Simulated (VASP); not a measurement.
Runs of VASP 6.6.1 on K2S. The structure is that of space group Fm-3m (No. 225), or close to it. The cells are those of the table. 

```csv
level,cell,gap on the mesh (eV),pressure (GPa)
revPBE,"a = 5.443 Å, angles 60.0°, 3 atoms",(a),-0.6
RPBE,"a = 5.395 Å, angles 60.0°, 3 atoms",2.40,0.0
RPBE,"a = 5.462 Å, angles 60.0°, 3 atoms",2.30,-0.6
revPBE,"a = 5.408 Å, angles 60.0°, 3 atoms",2.36,-0.3
RPBE,"a = 5.391 Å, angles 60.0°, 3 atoms",2.40,0.0
RPBE,"a = 5.427 Å, angles 60.0°, 3 atoms",2.35,-0.3
```

Alike in all rows: task single point; potentials or basis VASP PAW PBE potentials, release 64 (K_sv, S); no spin polarisation; k mesh 6 × 6 × 6; cutoff (eV) 500; smearing gaussian 0.05 eV.

Q: Estimate the missing entries.

A: (a) 2.31.

Caveats: the PAW data sets were made with another functional, which shifts forces and pressure a little.

A k mesh can miss the band edges.
